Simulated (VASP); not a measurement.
Crystal: KLiF2.

```
Li K F
1.0
     1.66520    0.96141    5.70093
    -1.66520    0.96141    5.70093
     0.00000   -1.92281    5.70093
Li K F
1 1 2
Direct
  0.00000 0.00000 0.00000
  0.50000 0.50000 0.50000
  0.26807 0.26807 0.26807
  0.73193 0.73193 0.73193
```

| Quantity | Value |
| --- | --- |
| Program | VASP 6.6.1 |
| Task | relaxation of cell and atoms |
| Functional | r2SCAN |
| Potentials or basis | VASP PAW PBE potentials, release 64 (Li_sv, K_sv, F) |
| Cutoff | 600 eV |
| k mesh | 8 × 8 × 8 |
| Occupations | fermi-dirac, width 0.02 eV |
| Spin | no spin polarisation |

At the start: pressure -2.8 GPa; volume 13.69 Å³/atom.

**Question.** Where does the relaxation end?

**Answer.** Over 12 steps the energy falls by 9.8 meV/atom and the volume is 12.73 Å³/atom (-7.0 %); space group R-3m (No. 166, to 0.1 Å) before and after.

Step by step:
```
step  energy change (eV)  largest force (eV/Å)  pressure (GPa)  volume (Å³)
   1              0.0000                0.0313           -2.77        54.76
   2             -0.0252                0.1015           -1.35        52.90
   3             -0.0322                0.1496           -0.33        51.75
   4             -0.0329                0.1689            0.11        51.31
   5             -0.0369                0.0945            0.08        51.11
   6             -0.0385                0.0430            0.07        50.98
   7             -0.0388                0.0633            0.08        50.71
   8             -0.0391                0.0105            0.07        50.84
   9             -0.0391                0.0142            0.07        50.83
  10             -0.0392                0.0113            0.01        50.89
  11             -0.0392                0.0085           -0.06        50.95
  12             -0.0392                0.0009            0.00        50.90
```

Final structure:
```
CELL_PARAMETERS angstrom
1.61383 0.93175 5.64196
-1.61383 0.93175 5.64196
0.00000 -1.86349 5.64196
ATOMIC_POSITIONS crystal
Li 0.00000 0.00000 0.00000
K 0.50000 0.50000 0.50000
F 0.26950 0.26950 0.26950
F 0.73050 0.73050 0.73050
```

Caveat: the cutoff is under 1.25 times the usual one of these potentials, so pressure, stress and relaxed cells hold a basis-set (Pulay) error; the PAW data sets were made with another functional, which shifts forces and pressure a little.
